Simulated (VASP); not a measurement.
Write the native input for VASP 6.6.1 that does the following.

| Property | Result |
| --- | --- |
| Task | single point |
| Functional | PBE |
| Potentials or basis | VASP PAW PBE potentials, release 64 (Sr_sv, Ti_sv, O) |
| Cutoff | 520 eV |
| k mesh | 8 × 8 × 8 |
| Occupations | gaussian, width 0.05 eV |
| Spin | no spin polarisation |
| Dipole correction | no |
| Further INCAR settings | ALGO = Normal; EDIFF = 1e-06; NBANDS = 28 |

The structure of SrTiO3 lies in POSCAR:

```
SrTiO3
1.0
    3.9364035669      0.0000000000      0.0000000000
    0.0000000000      3.9364035669      0.0000000000
    0.0000000000      0.0000000000      3.9364035669
Sr Ti O
1 1 3
Direct
    0.0000000000     -0.0404173564     -0.0404173564
    0.5000000000      0.5000000000      0.5000000000
    0.0000000000      0.5000000000      0.5000000000
    0.5000000000      0.0000000000      0.5000000000
    0.5000000000      0.5000000000      0.0000000000
```

This cell differs from its parent crystal: atom 1 (Sr) moved +0.225 Å towards its neighbour atom 3 (O) at 2.783 Å.

These files were run (other wordings do the same):

INCAR

```
SYSTEM = SrTiO3
PREC = Accurate
ENCUT = 520
EDIFF = 1E-6
ISMEAR = 0
SIGMA = 0.05
LREAL = .FALSE.
LASPH = .TRUE.
NELM = 60
ALGO = Normal
ISIF = 2
LWAVE = .FALSE.
LCHARG = .TRUE.
GGA = PE
LELF = .TRUE.
LVHAR = .TRUE.
NBANDS = 28
```

KPOINTS

```
Automatic mesh
0
G
  8 8 8
  0 0 0
```

Potentials or basis: VASP PAW PBE potentials, release 64 (Sr_sv, Ti_sv, O).

Launch:

```console
$ cat potpaw_PBE.64/Sr_sv/POTCAR potpaw_PBE.64/Ti_sv/POTCAR potpaw_PBE.64/O/POTCAR > POTCAR
$ mpirun -np 1 vasp_std > vasp.out
```

Results of the run:

```json
{"Pressure": "1.8 GPa", "Largest force": "0.878 eV/Å", "Band gap on the k mesh": "1.79 eV (least direct gap 2.15 eV)"}
```

Caveat: the cell differs from its parent crystal (atom 1 (Sr) moved +0.225 Å towards its neighbour atom 3 (O) at 2.783 Å).

Wall time 4.7 min on 1 thread of Intel Xeon 8259CL, on a shared host, peak memory 0.3 GiB.
